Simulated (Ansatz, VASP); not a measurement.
**Zr in VASP and in Ansatz**

INCAR

```
SYSTEM = Zr
PREC     = Accurate       ! precision mode
ENCUT    = 520            ! plane-wave cutoff, eV
EDIFF    = 1E-6           ! SCF threshold, eV
ISMEAR   = 0              ! smearing method
SIGMA    = 0.15           ! smearing width, eV
LREAL    = .False.        ! projectors in reciprocal space
LASPH    = .True.         ! aspherical terms in the spheres
NELM     = 100            ! most SCF steps
ALGO     = Fast           ! electronic algorithm
ISIF     = 2              ! what is computed and relaxed
LWAVE    = .False.        ! write WAVECAR
LCHARG   = .False.        ! write CHGCAR
GGA      = PE             ! functional
NBANDS   = 19             ! bands
```

KPOINTS

```
regular mesh
0
Gamma
  18 18 10
  0 0 0
```

The input POSCAR:

```
Zr
1.0
    3.2319982225      0.0000000000      0.0000000000
   -1.6159991112      2.7989925657      0.0000000000
    0.0000000000      0.0000000000      5.1470000000
Zr
2
Direct
    0.1869207897      0.5594852459      0.2500000000
    0.6666666667      0.3333333333      0.7500000000
```

Input for Ansatz:

```yaml
crystal:
  lattice:
    - [3.2319982225, 0.0, 0.0]
    - [-1.6159991112, 2.7989925657, 0.0]
    - [0.0, 0.0, 5.147]
  atoms:
    - { symbol: Zr, position: [0.1869207897, 0.5594852459, 0.25] }
    - { symbol: Zr, position: [0.6666666667, 0.3333333333, 0.75] }
basis:
  ecutwfc: 420
kpoints:
  mp_grid: { grid: [18, 18, 10] }
hamiltonian:
  xc: pbe
scf:
  occupations: { method: gaussian, width: 0.15 }
output:
  forces: true
  stress: true
  eigenvalues: true
```

Alike in both runs: task single point; functional PBE; k mesh 18 × 18 × 10; occupations gaussian, width 0.15 eV; no spin polarisation.

|  | VASP | Ansatz |
| --- | --- | --- |
| version | VASP 6.6.1 | Ansatz 0.2.0 |
| potentials or method | VASP PAW PBE potentials, release 64 (Zr_sv), cutoff 520 eV | scalar-relativistic, plane waves, PAW |
| valence electrons in the cell | 24 | 24 |

|  | VASP | Ansatz | Ansatz less VASP |
| --- | --- | --- | --- |
| gap on the k mesh at the Fermi level (eV) | none | none | - |
| pressure (GPa) | -0.4 | -0.4 | -0.03 |
| traceless stress, the component that is largest in VASP (GPa) | -2.24 | -2.22 | +0.011 |
| rms of the force components (eV/Å) | 0.203 | 0.201 | -0.0024 |

Atom by atom the forces differ by 0.002 eV/Å (rms over components). A gap of «none» marks a metal or a gap that the smearing closes. With one functional, cell and mesh, what is left measures potentials, basis and numerics.
